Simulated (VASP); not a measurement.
Set up this calculation in VASP 6.6.1, as the native input.

| Item | Value |
| --- | --- |
| Task | single point |
| Functional | PBE |
| Potentials or basis | VASP PAW PBE potentials, release 64 (N, B) |
| Cutoff | 520 eV |
| k mesh | 9 × 9 × 3 |
| Occupations | fermi-dirac, width 0.05 eV |
| Spin | no spin polarisation |
| Dipole correction | no |
| Further INCAR settings | ALGO = Normal; EDIFF = 1e-07; NBANDS = 16 |

The structure of BN lies in POSCAR:

```
BN
1.0
    2.4982400000      0.0000000000      0.0000000000
   -1.2491200000      2.1635393048      0.0000000000
    0.0000000000      0.0000000000      6.6357000000
N B
2 2
Direct
    0.6666666667      0.3333333333      0.2500000000
    0.3333333333      0.6666666667      0.7500000000
    0.6666666667      0.3333333333      0.7500000000
    0.3333333333      0.6666666667      0.2500000000
```

One way to write it, as run:

INCAR

```
SYSTEM = BN
PREC = Accurate
ENCUT = 520
EDIFF = 1E-7
ISMEAR = -1
SIGMA = 0.05
LREAL = .FALSE.
LASPH = .TRUE.
NELM = 60
ALGO = Normal
ISIF = 2
LWAVE = .FALSE.
LCHARG = .FALSE.
GGA = PE
NBANDS = 16
```

KPOINTS

```
Automatic mesh
0
G
  9 9 3
  0 0 0
```

Potentials or basis: VASP PAW PBE potentials, release 64 (N, B).

The run is started by

```sh
$ cat potpaw_PBE.64/N/POTCAR potpaw_PBE.64/B/POTCAR > POTCAR
$ mpirun -np 1 vasp_std > vasp.out
```

Results of the run:

```
Pressure               : 5.1 GPa
Band gap on the k mesh : 4.43 eV, indirect (least direct gap 4.71 eV)
```

Caveat: this functional lacks dispersion, which binds the layers, so the pressure and a relaxed spacing across them are unreliable.

Run time: 12 s on 1 thread of Intel(R) Xeon(R) Platinum 8488C (Sapphire Rapids) (shared host), peak memory 0.15 GiB.
